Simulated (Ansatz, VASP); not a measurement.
## BP: VASP beside Ansatz

Contents of POSCAR:

```
BP
1.0
    3.2356596034      0.0000000000      0.0000000000
   -1.6178298017      2.8021634145      0.0000000000
    0.0000000000      0.0000000000      8.5504609041
B P
2 2
Direct
    0.3333333333      0.6666666667      0.2500000000
    0.6666666667      0.3333333333      0.7500000000
    0.6666666667      0.3333333333      0.2500000000
    0.3333333333      0.6666666667      0.7500000000
```

Contents of INCAR.step1:

```
SYSTEM = BP
PREC     = Accurate       ! precision mode
ENCUT    = 520            ! plane-wave cutoff, eV
ISMEAR   = 0              ! smearing method
SIGMA    = 0.01           ! smearing width, eV
LREAL    = .False.        ! projectors in reciprocal space
LASPH    = .True.         ! aspherical terms in the spheres
NELM     = 100            ! most SCF steps
NBANDS   = 16             ! bands
GGA      = PE             ! functional
ALGO     = Normal         ! electronic algorithm
EDIFF    = 1E-4           ! SCF threshold, eV
LWAVE    = .True.         ! write WAVECAR
LCHARG   = .False.        ! write CHGCAR
```

File INCAR.step2:

```
SYSTEM = BP
PREC     = Accurate       ! precision mode
ENCUT    = 520            ! plane-wave cutoff, eV
EDIFF    = 1E-6           ! SCF threshold, eV
ISMEAR   = 0              ! smearing method
SIGMA    = 0.01           ! smearing width, eV
LREAL    = .False.        ! projectors in reciprocal space
LASPH    = .True.         ! aspherical terms in the spheres
NELM     = 100            ! most SCF steps
ALGO     = Normal         ! electronic algorithm
ISIF     = 2              ! what is computed and relaxed
LWAVE    = .False.        ! write WAVECAR
LCHARG   = .False.        ! write CHGCAR
METAGGA  = R2SCAN         ! meta-GGA
LMIXTAU  = .True.       
NBANDS   = 16             ! bands
ISTART   = 1
```

The input KPOINTS:

```
Automatic mesh
0
Gamma
  9 9 4
  0 0 0
```

Input for Ansatz:

```yaml
crystal:
  lattice:
    - [3.2356596034, 0.0, 0.0]
    - [-1.6178298017, 2.8021634145, 0.0]
    - [0.0, 0.0, 8.5504609041]
  atoms:
    - { symbol: B, position: [0.3333333333, 0.6666666667, 0.25] }
    - { symbol: B, position: [0.6666666667, 0.3333333333, 0.75] }
    - { symbol: P, position: [0.6666666667, 0.3333333333, 0.25] }
    - { symbol: P, position: [0.3333333333, 0.6666666667, 0.75] }
kpoints:
  mp_grid: { grid: [9, 9, 4] }
hamiltonian:
  xc: r2scan
scf:
  occupations: { method: fixed }
  n_extra_bands: 5
output:
  forces: true
  stress: true
  eigenvalues: true
```

Alike in both runs: task single point; functional r2SCAN; k mesh 9 × 9 × 4; no spin polarisation.

|  | VASP | Ansatz |
| --- | --- | --- |
| version | VASP 6.6.1 | Ansatz 0.2.0 |
| potentials or method | VASP PAW PBE potentials, release 64 (B, P) | plane waves, PAW |
| plane-wave cutoff (eV) | 520 | 500 |
| occupations | gaussian, width 0.01 eV | fixed |
| valence electrons in the cell | 16 | 16 |

|  | VASP | Ansatz | Ansatz less VASP |
| --- | --- | --- | --- |
| gap on the k mesh at the Fermi level (eV) | 1.11 | 1.09 | -0.022 |
| pressure (GPa) | -3.2 | -2.9 | +0.32 |
| traceless stress, the component that is largest in VASP (GPa) | 3.02 | 2.75 | -0.271 |

VASP's potentials were made for PBE, not for r2SCAN.
